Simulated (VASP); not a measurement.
# ZnO (Pm-3m) in VASP: relaxation of cell and atoms with HSE06

Aim: the relaxation of cell and atoms of ZnO with HSE06.

Program: VASP 6.6.1. These are calculated values, not measurements. Logs are shortened: lines on timing, memory, paths and dates and some standing lists are left out, and cuts for length are marked.

## (1) The cell of the first run

Symmetry: Pm-3m, No. 221, cubic system. The conventional cell has a = 2.646 Å, b = 2.646 Å, c = 2.646 Å, α = 90.00°, β = 90.00°, γ = 90.00°. Zn (site symmetry m-3m) has 8 O at 2.29 Å and 6 Zn at 2.65 Å within 3.0 Å. Within 3.0 Å of O (site symmetry m-3m) lie 8 Zn at 2.29 Å and 6 O at 2.65 Å.

## (2) Relaxation of cell and atoms, HSE06

Input file POSCAR:

```
ZnO
1.0
    2.6461709597      0.0000000000      0.0000000000
    0.0000000000      2.6461709597      0.0000000000
    0.0000000000      0.0000000000      2.6461709597
Zn O
1 1
Direct
    0.0000000000      0.0000000000      0.0000000000
    0.5000000000      0.5000000000      0.5000000000
```

Input file INCAR.step1:

```
  ALGO = Normal
  EDIFF = 1E-5
  EDIFFG = -0.005
  ENCUT = 600
  GGA = PE
  GGA_COMPAT = F
  IBRION = 2
  ISIF = 3
  ISMEAR = -1
  LASPH = T
  LCHARG = F
  LREAL = F
  LWAVE = T
  NBANDS = 16
  NELM = 120
  NELMIN = 4
  NSW = 100
  PREC = Accurate
  SIGMA = 0.02
```

Input file INCAR.step2:

```
  ALGO = Normal
  EDIFF = 1E-7
  EDIFFG = -0.005
  ENCUT = 600
  GGA = PE
  GGA_COMPAT = F
  HFSCREEN = 0.2079
  IBRION = 2
  ISIF = 3
  ISMEAR = -1
  ISTART = 1
  LASPH = T
  LCHARG = F
  LHFCALC = T
  LREAL = F
  LWAVE = F
  NELM = 120
  NELMIN = 4
  NSW = 80
  PREC = Accurate
  PRECFOCK = Normal
  SIGMA = 0.02
```

Input file KPOINTS:

```
k-points
0
Gamma
  6 6 6
```

Potentials or basis: VASP PAW PBE potentials, release 64 (Zn, O).

On the command line:

```bash
$ cat potpaw_PBE.64/Zn/POTCAR potpaw_PBE.64/O/POTCAR > POTCAR
$ cp INCAR.step1 INCAR
$ mpirun -np 1 vasp_std > vasp.out
$ cp INCAR.step2 INCAR
$ mpirun -np 1 vasp_std > vasp.out
```

OUTCAR:

```text
EDIFF = 1E-7
   EDIFFG = -0.005
   ENCUT = 600
   GGA = PE
   HFSCREEN = 0.2079
   IBRION = 2
   ISIF = 3
   ISMEAR = -1
   ISTART = 1
   LASPH = T
   LHFCALC = T
   LREAL = F
   NELM = 120
   NELMIN = 4
   NSW = 80
   PREC = Accurate
   PRECFOCK = Normal

 ion  position               nearest neighbor table
   1  0.000  0.000  0.000-   2 2.29   2 2.29   2 2.29   2 2.29   2 2.29   2 2.29   2 2.29   2 2.29

   2  0.500  0.500  0.500-   1 2.29   1 2.29   1 2.29   1 2.29   1 2.29   1 2.29   1 2.29   1 2.29

  LATTYP: Found a simple cubic cell.
 ALAT       =     2.6461709597

  Lattice vectors:

 A1 = (   2.6461709597,   0.0000000000,   0.0000000000)
 A2 = (   0.0000000000,   2.6461709597,   0.0000000000)
 A3 = (   0.0000000000,   0.0000000000,   2.6461709597)

Analysis of symmetry for initial positions (statically):
=====================================================================
 Subroutine PRICEL returns:
 Original cell was already a primitive cell.

 Routine SETGRP: Setting up the symmetry group for a
 simple cubic supercell.

 Subroutine GETGRP returns: Found 48 space group operations
 (whereof 48 operations were pure point group operations)
 out of a pool of 48 trial point group operations.

The static configuration has the point symmetry O_h .

Analysis of symmetry for dynamics (positions and initial velocities):
=====================================================================
 Subroutine PRICEL returns:
 Original cell was already a primitive cell.

 Routine SETGRP: Setting up the symmetry group for a
 simple cubic supercell.

 Subroutine GETGRP returns: Found 48 space group operations
 (whereof 48 operations were pure point group operations)
 out of a pool of 48 trial point group operations.

The dynamic configuration has the point symmetry O_h .

 Subroutine INISYM returns: Found 48 space group operations
 (whereof 48 operations are pure point group operations),
 and found     1 'primitive' translations

----------------------------------------------------------------------------------------

                                     Primitive cell

  volume of cell :      18.5291

  direct lattice vectors                    reciprocal lattice vectors
     2.646170960  0.000000000  0.000000000     0.377904533  0.000000000  0.000000000
     0.000000000  2.646170960  0.000000000     0.000000000  0.377904533  0.000000000
     0.000000000  0.000000000  2.646170960     0.000000000  0.000000000  0.377904533

  length of vectors
     2.646170960  2.646170960  2.646170960     0.377904533  0.377904533  0.377904533

  position of ions in fractional coordinates (direct lattice)
     0.000000000  0.000000000  0.000000000
     0.500000000  0.500000000  0.500000000

  ion indices of the primitive-cell ions
   primitive index   ion index
                 1           1
                 2           2

----------------------------------------------------------------------------------------

 KPOINTS: k-points

Automatic generation of k-mesh.
 Grid dimensions read from file:
 generate k-points for:    6    6    6

 Generating k-lattice:

  Cartesian coordinates                     Fractional coordinates (reciprocal lattice)
     0.062984089  0.000000000  0.000000000     0.166666667  0.000000000  0.000000000
     0.000000000  0.062984089  0.000000000     0.000000000  0.166666667  0.000000000
     0.000000000  0.000000000  0.062984089     0.000000000  0.000000000  0.166666667

  Length of vectors
     0.062984089  0.062984089  0.062984089

  Shift w.r.t. Gamma in fractional coordinates (k-lattice)
     0.000000000  0.000000000  0.000000000

 Subroutine IBZKPT returns following result:
 ===========================================

 Found     20 irreducible k-points:

 Following reciprocal coordinates:
            Coordinates               Weight
  0.000000  0.000000  0.000000      1.000000
  0.166667  0.000000  0.000000      6.000000
  0.333333  0.000000  0.000000      6.000000
  0.500000  0.000000  0.000000      3.000000
  0.166667  0.166667  0.000000     12.000000
  0.333333  0.166667  0.000000     24.000000
[... 12 lines left out ...]
  0.500000  0.500000  0.333333      6.000000
  0.500000  0.500000  0.500000      1.000000
   k-points           NKPTS =     20   k-points in BZ     NKDIM =    216   number of bands    NBANDS=     13
   number of dos      NEDOS =    301   number of ions     NIONS =      2
   total plane-waves  NPLWV =  13824
   dimension x,y,z NGX =    24 NGY =   24 NGZ =   24
   dimension x,y,z NGXF=    48 NGYF=   48 NGZF=   48
   ions per type =               1   1
   NGX,Y,Z   is equivalent  to a cutoff of  15.08, 15.08, 15.08 a.u.
   NGXF,Y,Z  is equivalent  to a cutoff of  30.16, 30.16, 30.16 a.u.
 SYSTEM =  unknown system
   PREC   = accura    normal or accurate (medium, high low for compatibility)
   ISTART =      1    job   : 0-new  1-cont  2-samecut
   ICHARG =      0    charge: 1-file 2-atom 10-const
   ISPIN  =      1    spin polarized calculation?
   LNONCOLLINEAR =      F non collinear calculations
   LSORBIT =      F    spin-orbit coupling
   LASPH  =      T    aspherical Exc in radial PAW
   ENCUT  =  600.0 eV  44.10 Ry    6.64 a.u.   5.29  5.29  5.29*2*pi/ulx,y,z
   NELM   =    120;   NELMIN=  4; NELMDL=  0     # of ELM steps
   EDIFF  = 0.1E-06   stopping-criterion for ELM
   LREAL  =      F    real-space projection
   EDIFFG = -.5E-02   stopping-criterion for IOM
   NSW    =     80    number of steps for IOM
   IBRION =      2    ionic relax: 0-MD 1-quasi-New 2-CG
   NFREE  =      1    steps in history (QN), initial steepest desc. (CG)
   ISIF   =      3    stress and relaxation
   ISYM   =      3    0-nonsym 1-usesym 2-fastsym
   POTIM  = 0.5000    time-step for ionic-motion
   TEBEG  =    0.0;   TEEND  =   0.0 temperature during run
   PSTRESS=    0.0 pullay stress
   NELECT =      18.0000    total number of electrons
   NUPDOWN=      -1.0000    fix difference up-down
   EMIN   =  10.00;   EMAX   =-10.00  energy-range for DOS
   EFERMI =   0.00;   METHOD = LEGACY
   ISMEAR =    -1;   SIGMA  =   0.02  broadening in eV -4-tet -1-fermi 0-gaus
   EFERMI_NEDOS =   21; number of points for ismear=-14 and -15
   IALGO  =     38    algorithm
   IMIX   =      1    mixing-type and parameters
     AMIX     =   0.40;   BMIX     =  1.00
     AMIX_MAG =   1.60;   BMIX_MAG =  1.00
  volume/ion in A,a.u.               =       9.26        62.52
  Fermi-wavevector in a.u.,A,eV,Ry     =   1.621366  3.063938 35.767379  2.628828
  Thomas-Fermi vector in A             =   2.715154
   LORBIT       =      0    0 simple, 1 ext, 2 COOP (PROOUT), +10 PAW based schemes
   GGA     = PE    functional components
   LHFCALC =     T    Hartree Fock is set to
   PRECFOCK=normal    Normal, Fast or Accurate (Low or Medium for compatibility)
   ENCUT4O =  -1.0   cutoff for four orbital integrals eV
   NKREDX  =     1    reduce k-point grid by
   NKREDY  =     1    reduce k-point grid by
   NKREDZ  =     1    reduce k-point grid by
   AEXX    =    0.2500 exact exchange contribution
   HFSCREEN=    0.2079 screening length (either q_TF or 0.3 A-1)
   HFSCREENC=   0.2079 screening length for correlation (either q_TF or 0.3 A-1)
   ENCUTFOCK=  -1.0 apply spherical cutoff to Coloumb kernel
   IVDW    =     0    specifies the selected vdW correction
   LEPSILON=     F    determine dielectric tensor
   LRPA    =     F    only Hartree local field effects (RPA)
 conjugate gradient relaxation of ions
 non-spin polarized calculation
  energy-cutoff  :      600.00
  volume of cell :       18.53
 maximum number of plane-waves:       630
 NGX is ok and might be reduce to    24
  NGX = 16; NGY = 16; NGZ = 16

--------------------------------------- Ionic step        1  -------------------------------------------

 number of electron      18.0000017 magnetization

 Free energy of the ion-electron system (eV)
  ---------------------------------------------------
  ext. energy  EPLUGINS =         0.00000000
  ---------------------------------------------------
  free energy    TOTEN  =        -9.79515054 eV

  energy without entropy =       -9.79515054  energy(sigma->0) =       -9.79515054

------------------------ aborting loop because EDIFF is reached ----------------------------------------

  FORCE on cell =-STRESS in cart. coord.  units (eV):
  Direction    XX          YY          ZZ          XY          YZ          ZX
  --------------------------------------------------------------------------------------
  -------------------------------------------------------------------------------------
  Total        0.1210169      0.1210169      0.1210169     -0.0000000      0.0000000     -0.0000000
  in kB       10.4641217     10.4641217     10.4641217     -0.0000000      0.0000000     -0.0000000
  external PRESSURE =      10.4641217 kB  Pullay stress =       0.0000000 kB
[... 57 lines left out ...]
  energy  without entropy=       -9.7953779167  energy(sigma->0) =       -9.79537792

--------------------------------------- Ionic step        3  -------------------------------------------

 number of electron      18.0000018 magnetization

 Free energy of the ion-electron system (eV)
  ---------------------------------------------------
  ext. energy  EPLUGINS =         0.00000000
  ---------------------------------------------------
  free energy    TOTEN  =        -9.79548791 eV

  energy without entropy =       -9.79548791  energy(sigma->0) =       -9.79548791

 E-fermi :   2.9022     XC(G=0): -10.3571

 val. band max:        2.4906774759   @ k =   0.5000   0.0000   0.0000
 cond. band min:       3.2594655251   @ k =   0.0000   0.0000   0.0000
 fundamental gap:      0.7687880492
 Fermi energy:         2.9022389105

 k-point     1 :       0.0000    0.0000    0.0000
  band No.  band energies     occupation
      1     -17.9797      2.00000
      2      -5.4515      2.00000
      3      -5.4514      2.00000
      4      -4.3533      2.00000
      5      -4.3533      2.00000
      6      -4.3533      2.00000
      7       1.1903      2.00000
      8       1.1903      2.00000
      9       1.1903      2.00000
     10       3.2595      0.00000
     11      18.5007      0.00000
     12      18.5007      0.00000
     13      22.8668      0.00000
[... 331 lines left out ...]
  FREE ENERGIE OF THE ION-ELECTRON SYSTEM (eV)
  ---------------------------------------------------
  free  energy   TOTEN  =        -9.7954879071 eV

  energy  without entropy=       -9.7954879070  energy(sigma->0) =       -9.79548791

 reached required accuracy - stopping structural energy minimisation
```

Wall time 23 min (1 thread of Intel Xeon 6975P-C (Granite Rapids), shared host); peak memory 0.27 GiB.

Results:

```
Free energy                           : -9.7955 eV
Relaxed volume                        : 9.32 Å³/atom
Relaxed cell                          : a = 2.651 Å, b = 2.651 Å, c = 2.651 Å, α = 90.00°, β = 90.00°, γ = 90.00°
Space group after relaxing (to 0.1 Å) : Pm-3m (No. 221)
Energy gained by relaxing             : 0.2 meV/atom
Ionic steps                           : 3
Pressure after relaxing               : 0.0 GPa
Band gap on the k mesh                : 0.77 eV (least direct gap 2.07 eV)
```

The path:
```csv
step,energy change (eV),largest force (eV/Å),pressure (GPa),volume (Å³)
1,0.0000,0.0000,1.05,18.53
2,-0.0002,0.0000,-0.63,18.69
3,-0.0003,0.0000,0.04,18.63
```

Final structure:
```yaml
crystal:
  lattice:
    - [2.65110, 0.00000, 0.00000]
    - [0.00000, 2.65110, 0.00000]
    - [0.00000, 0.00000, 2.65110]
  atoms:
    - { symbol: Zn, position: [0.00000, 0.00000, 0.00000] }
    - { symbol: O, position: [0.50000, 0.50000, 0.50000] }
```

Caveat: the PAW data sets were made with another functional, which shifts forces and pressure a little. A k mesh can miss the band edges.
